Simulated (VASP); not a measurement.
## ScRu3: single point with PBEsol+D3(BJ)

Crystal: ScRu3.

```
Ru Sc
1.0
     3.84105    0.00000    0.00000
     0.00000    3.84105    0.00000
     0.00000    0.00000    3.84105
Ru Sc
3 1
Cartesian
  1.9205 1.9205 0.0000
  1.9205 0.0000 1.9205
  0.0000 1.9205 1.9205
  0.0000 0.0000 0.0000
```

- Program: VASP 6.6.1
- Task: single point
- Functional: PBEsol
- Dispersion: D3(BJ)
- Potentials or basis: VASP PAW PBE potentials, release 64 (Ru_pv, Sc_sv)
- Cutoff: 520 eV
- k mesh: 7 × 7 × 7
- Occupations: fermi-dirac, width 0.05 eV
- Spin: no spin polarisation
- Dipole correction: no
- Further INCAR settings: ALGO = Normal; EDIFF = 1e-06; NBANDS = 34

| Property | Result |
| --- | --- |
| Pressure | 0.4 GPa |
| Band gap on the k mesh | zero (an odd number of electrons rules out a gap without spin polarisation) |
| Dispersion energy per atom | -0.596 eV |

Levels at points of the mesh, in eV from the Fermi level:
| k point | band 25 | band 26 | band 27 | band 28 | band 29 | band 30 |
| --- | --- | --- | --- | --- | --- | --- |
| (0.00, 0.00, 0.00) | 0.80 | 2.05 | 2.58 | 2.58 | 2.58 | 4.25 |

Run time: 64 s on 1 thread of Intel Xeon 8259CL, on a shared host, peak memory 0.2 GiB.

Caveat: the PAW data sets were made with another functional, which shifts forces and pressure a little.
